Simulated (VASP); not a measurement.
A run of VASP 6.6.1:

Contents of INCAR:

```
SYSTEM = Ti3As4
PREC = Accurate
ENCUT = 600
EDIFF = 1E-7
ISMEAR = 0
SIGMA = 0.1
LREAL = .FALSE.
LASPH = .TRUE.
NELM = 100
ALGO = Normal
ISIF = 3
LWAVE = .FALSE.
LCHARG = .FALSE.
GGA = PE
IBRION = 2
NSW = 100
EDIFFG = -0.01
```

KPOINTS

```
regular mesh
0
G
  10 10 4
  0 0 0
```

POSCAR

```
Ti3As4
1.0
    4.0452258478      0.0000000000      0.0000000000
    0.0000000000      4.0452258478      0.0000000000
    0.0000000000      0.0000000000      9.5509264579
Ti As
3 4
Direct
    0.0000000000      0.0000000000      0.8309471085
    0.5000000000      0.5000000000      0.5000000000
    0.0000000000      0.0000000000      0.1690528915
    0.5000000000      0.0000000000      0.6511757684
    0.0000000000      0.5000000000      0.3488242316
    0.5000000000      0.0000000000      0.0081779677
    0.0000000000      0.5000000000      0.9918220323
```

Potentials or basis: VASP PAW PBE potentials, release 64 (Ti_sv, As).

The run is started by

```bash
$ cat potpaw_PBE.64/Ti_sv/POTCAR potpaw_PBE.64/As/POTCAR > POTCAR
$ mpirun -np 1 vasp_std > vasp.out
```

Hardware: 1 thread of Intel(R) Xeon(R) 6975P-C (Granite Rapids), on a shared host.

**Question.** Estimate the wall time of this run.

**Answer.** Wall time 16 min on 1 thread of Intel(R) Xeon(R) 6975P-C (Granite Rapids) (shared host), peak memory 0.52 GiB. Counts: scf iterations 71, k points 63, ion steps 6.
